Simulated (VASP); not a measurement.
**BAs2: single point with PBE**

Crystal: BAs2.

```
B As
1.0
     3.08552    0.00000    0.00000
     0.00000    3.16781    0.00000
     0.00000    0.00000    4.82298
B As
1 2
Direct
  0.50000 0.50000 0.50000
  0.00000 0.00000 0.50000
  0.00000 0.50000 0.00000
```

The cell was built from a structure type or drawn by symmetry, and may not be a known phase.

| Property | Result |
| --- | --- |
| Program | VASP 6.6.1 |
| Task | single point |
| Functional | PBE |
| Potentials or basis | VASP PAW PBE potentials, release 64 (B, As) |
| Cutoff | 520 eV |
| k mesh | 6 × 6 × 4 |
| Occupations | gaussian, width 0.1 eV |
| Spin | no spin polarisation |
| Dipole correction | no |
| Further INCAR settings | ALGO = Normal; EDIFF = 1e-06; NBANDS = 14 |

```yaml
Pressure: 0.2 GPa
Band_gap_on_the_k_mesh: zero (an odd number of electrons rules out a gap without spin polarisation)
```

Stress tensor (GPa, compression positive):
```
0.25 0.00 0.00
0.00 0.19 0.00
0.00 0.00 0.11
```

Levels at points of the mesh, in eV from the Fermi level:
```csv
k point,band 2,band 3,band 4,band 5,band 6,band 7,band 8,band 9,band 10,band 11
"(0.00, 0.00, 0.00)",-10.50,-7.05,-2.87,-2.23,0.21,2.52,3.20,4.46,4.71,5.09
"(0.50, 0.00, 0.00)",-9.60,-8.62,-4.73,-3.33,-1.23,0.58,1.20,3.26,4.54,5.59
"(0.00, 0.50, 0.00)",-12.07,-7.40,-4.10,-3.67,-2.55,0.86,2.19,4.46,4.47,5.45
"(0.50, 0.50, 0.00)",-9.97,-6.76,-6.16,-5.29,-1.90,-1.31,-1.27,-0.93,0.29,4.59
"(0.00, 0.00, 0.50)",-12.86,-2.57,-1.96,-1.85,-0.84,0.59,1.48,2.20,3.59,5.61
"(0.50, 0.00, 0.50)",-11.05,-9.24,-5.46,0.78,0.85,1.25,1.49,2.71,2.72,3.60
"(0.00, 0.50, 0.50)",-11.05,-10.05,-6.19,1.19,1.33,1.38,2.27,2.52,3.36,3.98
"(0.50, 0.50, 0.50)",-9.21,-7.63,-6.68,-5.38,-4.60,-3.95,2.42,2.46,3.68,3.85
```

It took 19 s on 1 thread of Intel(R) Xeon(R) Platinum 8259CL CPU @ 2.50GHz (Skylake/Cascade Lake) (shared host), peak memory 0.17 GiB.
